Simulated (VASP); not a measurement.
# FeNi2 (Cmmm) in VASP: single point with PBE

Aim: the single point of FeNi2 with PBE.

Everything below comes from runs of VASP 6.6.1. Logs are shortened: lines on timing, memory, paths and dates and some standing lists are left out, and cuts for length are marked.

## Step 1: The cell of the first run

It takes space group Cmmm (No. 65, orthorhombic). The conventional cell has a = 3.699 Å, b = 4.301 Å, c = 3.853 Å, α = 90.00°, β = 90.00°, γ = 90.00°. Fe (site symmetry mmm) has 6 Ni at 1.93 to 2.67 Å within 2.7 Å. Within 2.5 Å of Ni (site symmetry mmm) lie 4 Ni at 1.85 to 2.15 Å and 2 Fe at 1.93 Å. Ni (site symmetry mmm) has 4 Ni at 1.85 to 2.15 Å within 2.5 Å.

The cell was generated, and may not be a known phase.

## Step 2: Single point, PBE, collinear spin, ferromagnetic start

The input, INCAR:

```
  PREC = Accurate
  ENCUT = 690
  EDIFF = 1E-6
  ISMEAR = 0
  SIGMA = 0.1
  LREAL = False
  LASPH = True
  NELM = 200
  ALGO = Normal
  ISIF = 2
  LWAVE = False
  LCHARG = True
  ISPIN = 2
  MAGMOM = 4 2 2
  LORBIT = 11
  LMAXMIX = 4
  GGA = PE
  LELF = True
  LVHAR = True
  NBANDS = 37
  GGA_COMPAT = False
```

The input, KPOINTS:

```
Automatic mesh
0
Gamma
  6 6 4
```

The input, POSCAR:

```
FeNi2
1.0
    1.8492810700     -2.1504505300      0.0000000000
    1.8492810700      2.1504505300      0.0000000000
    0.0000000000      0.0000000000      3.8529053600
Fe Ni
1 2
Direct
    0.0000000000      0.0000000000      0.5000000000
    0.0000000000      0.0000000000      0.0000000000
    0.5000000000      0.5000000000      0.0000000000
```

Potentials or basis: VASP PAW PBE potentials, release 64 (Fe_sv, Ni_sv_GW).

Launch:

```sh
$ cat potpaw_PBE.64/Fe_sv/POTCAR potpaw_PBE.64/Ni_sv_GW/POTCAR > POTCAR
$ mpirun -np 1 vasp_std > vasp.out
```

OUTCAR:

```text
PREC = Accurate
   ENCUT = 690
   EDIFF = 1E-6
   ISMEAR = 0
   LREAL = False
   LASPH = True
   NELM = 200
   ISIF = 2
   ISPIN = 2
   LORBIT = 11
   GGA = PE

 ion  position               nearest neighbor table
   1  0.000  0.000  0.500-   2 1.93   2 1.93
   2  0.000  0.000  0.000-   3 1.85   3 1.85   1 1.93   1 1.93   3 2.15   3 2.15
   3  0.500  0.500  0.000-   2 1.85   2 1.85   2 2.15   2 2.15

  LATTYP: Found a base centered orthorhombic cell.
 ALAT       =     3.6985621400
 B/A-ratio  =     1.1628575909
 C/A-ratio  =     1.0417306007

  Lattice vectors:

 A1 = (   1.8492810700,  -2.1504505300,   0.0000000000)
 A2 = (   1.8492810700,   2.1504505300,   0.0000000000)
 A3 = (   0.0000000000,   0.0000000000,   3.8529053600)

Analysis of symmetry for initial positions (statically):
=====================================================================
 Subroutine PRICEL returns:
 Original cell was already a primitive cell.

 Routine SETGRP: Setting up the symmetry group for a
 base centered orthorhombic supercell.

 Subroutine GETGRP returns: Found  8 space group operations
 (whereof  8 operations were pure point group operations)
 out of a pool of  8 trial point group operations.

The static configuration has the point symmetry D_2h.

Analysis of symmetry for dynamics (positions and initial velocities):
=====================================================================
 Subroutine PRICEL returns:
 Original cell was already a primitive cell.

 Routine SETGRP: Setting up the symmetry group for a
 base centered orthorhombic supercell.

 Subroutine GETGRP returns: Found  8 space group operations
 (whereof  8 operations were pure point group operations)
 out of a pool of  8 trial point group operations.

The dynamic configuration has the point symmetry D_2h.

Analysis of structural, dynamic, and magnetic symmetry:
=====================================================================
 Subroutine PRICEL returns:
 Original cell was already a primitive cell.

 Routine SETGRP: Setting up the symmetry group for a
 base centered orthorhombic supercell.

 Subroutine GETGRP returns: Found  8 space group operations
 (whereof  8 operations were pure point group operations)
 out of a pool of  8 trial point group operations.

The overall configuration has the point symmetry D_2h.

 Subroutine INISYM returns: Found  8 space group operations
 (whereof  8 operations are pure point group operations),
 and found     1 'primitive' translations

----------------------------------------------------------------------------------------

                                     Primitive cell

  volume of cell :      30.6444

  direct lattice vectors                    reciprocal lattice vectors
     1.849281070 -2.150450530  0.000000000     0.270375341 -0.232509417  0.000000000
     1.849281070  2.150450530  0.000000000     0.270375341  0.232509417  0.000000000
     0.000000000  0.000000000  3.852905360     0.000000000  0.000000000  0.259544397

  length of vectors
     2.836243635  2.836243635  3.852905360     0.356599852  0.356599852  0.259544397

  position of ions in fractional coordinates (direct lattice)
     0.000000000  0.000000000  0.500000000
     0.000000000  0.000000000  0.000000000
     0.500000000  0.500000000  0.000000000

  ion indices of the primitive-cell ions
   primitive index   ion index
                 1           1
                 2           2
                 3           3

----------------------------------------------------------------------------------------

 KPOINTS: Automatic mesh

Automatic generation of k-mesh.
 Grid dimensions read from file:
 generate k-points for:    6    6    4

 Generating k-lattice:

  Cartesian coordinates                     Fractional coordinates (reciprocal lattice)
     0.045062557 -0.038751570  0.000000000     0.166666667  0.000000000  0.000000000
     0.045062557  0.038751570  0.000000000     0.000000000  0.166666667  0.000000000
     0.000000000  0.000000000  0.064886099     0.000000000  0.000000000  0.250000000

  Length of vectors
     0.059433309  0.059433309  0.064886099

  Shift w.r.t. Gamma in fractional coordinates (k-lattice)
     0.000000000  0.000000000  0.000000000

 Subroutine IBZKPT returns following result:
 ===========================================

 Found     39 irreducible k-points:

 Following reciprocal coordinates:
            Coordinates               Weight
  0.000000  0.000000  0.000000      1.000000
  0.166667  0.000000  0.000000      4.000000
  0.333333  0.000000  0.000000      4.000000
  0.500000  0.000000  0.000000      2.000000
  0.166667  0.166667  0.000000      2.000000
  0.333333  0.166667  0.000000      4.000000
[... 16 lines left out ...]
  0.333333  0.333333  0.250000      4.000000
  0.500000  0.333333  0.250000      8.000000
 [... further k-points ...]
   k-points           NKPTS =     39   k-points in BZ     NKDIM =     39   number of bands    NBANDS=     37
   number of dos      NEDOS =    301   number of ions     NIONS =      3
   total plane-waves  NPLWV =  20736
   dimension x,y,z NGX =    24 NGY =   24 NGZ =   36
   dimension x,y,z NGXF=    48 NGYF=   48 NGZF=   72
   ions per type =               1   2
   NGX,Y,Z   is equivalent  to a cutoff of  14.07, 14.07, 15.53 a.u.
   NGXF,Y,Z  is equivalent  to a cutoff of  28.14, 28.14, 31.07 a.u.
 SYSTEM =  unknown system
   PREC   = accura    normal or accurate (medium, high low for compatibility)
   ISTART =      0    job   : 0-new  1-cont  2-samecut
   ICHARG =      2    charge: 1-file 2-atom 10-const
   ISPIN  =      2    spin polarized calculation?
   LNONCOLLINEAR =      F non collinear calculations
   LSORBIT =      F    spin-orbit coupling
   LASPH  =      T    aspherical Exc in radial PAW
   ENCUT  =  690.0 eV  50.71 Ry    7.12 a.u.   6.07  6.07  8.25*2*pi/ulx,y,z
   NELM   =    200;   NELMIN=  2; NELMDL= -5     # of ELM steps
   EDIFF  = 0.1E-05   stopping-criterion for ELM
   LREAL  =      F    real-space projection
[... 7 lines left out ...]
   TEBEG  =    0.0;   TEEND  =   0.0 temperature during run
   PSTRESS=    0.0 pullay stress
   NELECT =      52.0000    total number of electrons
   NUPDOWN=      -1.0000    fix difference up-down
   EMIN   =  10.00;   EMAX   =-10.00  energy-range for DOS
   EFERMI =   0.00;   METHOD = LEGACY
   ISMEAR =     0;   SIGMA  =   0.10  broadening in eV -4-tet -1-fermi 0-gaus
   EFERMI_NEDOS =   21; number of points for ismear=-14 and -15
   IALGO  =     38    algorithm
   IMIX   =      4    mixing-type and parameters
     AMIX     =   0.40;   BMIX     =  1.00
     AMIX_MAG =   1.60;   BMIX_MAG =  1.00
  volume/ion in A,a.u.               =      10.21        68.93
  Fermi-wavevector in a.u.,A,eV,Ry     =   1.952656  3.689985 51.877176  3.812865
  Thomas-Fermi vector in A             =   2.979660
   LORBIT       =     11    0 simple, 1 ext, 2 COOP (PROOUT), +10 PAW based schemes
   GGA     = PE    functional components
   LHFCALC =     F    Hartree Fock is set to
   AEXX    =    0.0000 exact exchange contribution
   IVDW    =     0    specifies the selected vdW correction
   LEPSILON=     F    determine dielectric tensor
   LRPA    =     F    only Hartree local field effects (RPA)
 spin polarized calculation
 Gauss-broadening in eV      SIGMA  =   0.10
  energy-cutoff  :      690.00
  volume of cell :       30.64
 maximum number of plane-waves:      1272
   NGX = 13   NGY = 13   NGZ = 17

 number of electron      51.9999972 magnetization       3.4067630

 Free energy of the ion-electron system (eV)
  ---------------------------------------------------
  ext. energy  EPLUGINS =         0.00000000
  ---------------------------------------------------
  free energy    TOTEN  =       -13.88367103 eV

  energy without entropy =      -13.86748699  energy(sigma->0) =      -13.87557901

 E-fermi :  10.9116     XC(G=0): -14.0561

 val. band max:       10.9095459420   @ k =   0.0000   0.0000   0.0000
 cond. band min:      10.9267331491   @ k =  -0.1667   0.1667   0.2500
 fundamental gap:      0.0171872071
 Fermi energy:        10.9115561761

 spin component 1

 k-point     1 :       0.0000    0.0000    0.0000
  band No.  band energies     occupation
      1     -94.0279      1.00000
      2     -92.9879      1.00000
      3     -77.6002      1.00000
      4     -55.2296      1.00000
      5     -54.7836      1.00000
      6     -54.0368      1.00000
[... 29 lines left out ...]
     36      30.6759      0.00000
     37      31.1455      0.00000
[... 918 lines left out ...]
     36      27.2043      0.00000
     37      29.3142      0.00000

 [... further k-points ...]

 spin component 2

 k-point     1 :       0.0000    0.0000    0.0000
  band No.  band energies     occupation
      1     -93.2529      1.00000
      2     -92.4614      1.00000
      3     -74.7993      1.00000
      4     -54.6244      1.00000
      5     -53.8558      1.00000
      6     -53.3791      1.00000
[... 29 lines left out ...]
     36      31.0038      0.00000
     37      31.2569      0.00000
[... 918 lines left out ...]
     36      27.5739      0.00000
     37      29.6839      0.00000

 [... further k-points ...]
[... 5 lines left out ...]
  --------------------------------------------------------------------------------------
  -------------------------------------------------------------------------------------
  Total       33.1060117      7.7327551     22.7077576      0.0000000      0.0000000      0.0000000
  in kB     1730.8790825    404.2910453   1187.2279551      0.0000000      0.0000000      0.0000000
  external PRESSURE =    1107.4660276 kB  Pullay stress =       0.0000000 kB

 VOLUME and BASIS-vectors are now :
 -----------------------------------------------------------------------------
  energy-cutoff  :      690.00
  volume of cell :       30.64
      direct lattice vectors                 reciprocal lattice vectors
     1.849281070 -2.150450530  0.000000000     0.270375341 -0.232509417  0.000000000
     1.849281070  2.150450530  0.000000000     0.270375341  0.232509417  0.000000000
     0.000000000  0.000000000  3.852905360     0.000000000  0.000000000  0.259544397

 POSITION                                       TOTAL-FORCE (eV/Angst)
 -----------------------------------------------------------------------------------
      0.00000      0.00000      1.92645        -0.000000     -0.000000      0.000000
      0.00000      0.00000      0.00000         0.000000     -0.000000      0.000000
      1.84928      0.00000      0.00000        -0.000000      0.000000      0.000000
 -----------------------------------------------------------------------------------
    total drift:                               -0.000000     -0.000000     -0.000000

  FREE ENERGIE OF THE ION-ELECTRON SYSTEM (eV)
  ---------------------------------------------------
  free  energy   TOTEN  =       -13.8836710306 eV

  energy  without entropy=      -13.8674869876  energy(sigma->0) =      -13.87557901

 total charge

# of ion       s       p       d       f       tot
--------------------------------------------------
    1        2.185   6.028   5.679   0.000  13.892
    2        2.419   6.560   8.041   0.032  17.053
    3        2.312   6.438   7.999   0.022  16.771
--------------------------------------------------
tot          6.916  19.026  21.720   0.054  47.716

 magnetization (x)

# of ion       s       p       d       f       tot
--------------------------------------------------
    1        0.012   0.006   2.342   0.000   2.360
    2       -0.002  -0.018   0.617   0.002   0.600
    3       -0.003  -0.025   0.407   0.000   0.380
--------------------------------------------------
tot          0.007  -0.036   3.366   0.003   3.339
```

Wall time 93 s (1 thread of Intel Xeon Platinum 8488C (Sapphire Rapids), shared host); peak memory 0.25 GiB.

What came out:

```yaml
Free_energy: -13.8837 eV
Pressure: 110.7 GPa
Net_moment: 3.41 μB per cell
Site_moments: Fe +2.36; Ni +0.60, +0.38 μB
Valence_electrons_inside_the_program's_atomic_spheres: Fe 13.89; Ni 17.05, 16.77
```

Caveat: the k points lie up to 0.41 Å⁻¹ apart.
